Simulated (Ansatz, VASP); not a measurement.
H11C2NO4: VASP beside Ansatz

```
O H C N
1.0
     5.49145    0.00000    0.00000
     0.00000    5.49145    0.00000
     0.00000    0.00000    5.49145
O H C N
4 11 2 1
Direct
  0.31797 0.87574 0.38353
  0.26624 0.08245 0.83198
  0.80041 0.09743 0.59491
  0.10044 0.31123 0.25507
  0.47615 0.83096 0.31686
  0.19260 0.77040 0.31177
  0.41122 0.17764 0.86536
  0.30456 0.00486 0.67425
  0.94318 0.08927 0.70128
  0.86790 0.18124 0.45074
  0.20119 0.16735 0.29541
  0.07178 0.28345 0.08243
  0.68588 0.67665 0.60912
  0.66187 0.38801 0.74968
  0.41460 0.60787 0.77440
  0.61247 0.58140 0.77169
  0.72475 0.67691 0.98506
  0.82794 0.75574 0.15331
```

Alike in both runs: functional PBE; dispersion D3(BJ); k mesh 1 × 1 × 1; occupations fermi-dirac, width 0.02 eV; no spin polarisation.

Ansatz relaxed the structure, and its values are those at the end. VASP's run is a single point on that final structure, the one shown.

```csv
,VASP,Ansatz
version,VASP 6.6.1,Ansatz 0.2.0
potentials or method,"VASP PAW PBE potentials, release 64 (O_h, H_h, C_h, N_h), cutoff 1000 eV","scalar-relativistic, plane waves, PAW"
valence electrons in the cell,48,48
```

|  | VASP | Ansatz | Ansatz less VASP |
| --- | --- | --- | --- |
| gap on the k mesh at the Fermi level (eV) | 5.06 | 5.05 | -0.006 |
| rms of the force components (eV/Å) | 0.071 | 0.074 | +0.0028 |
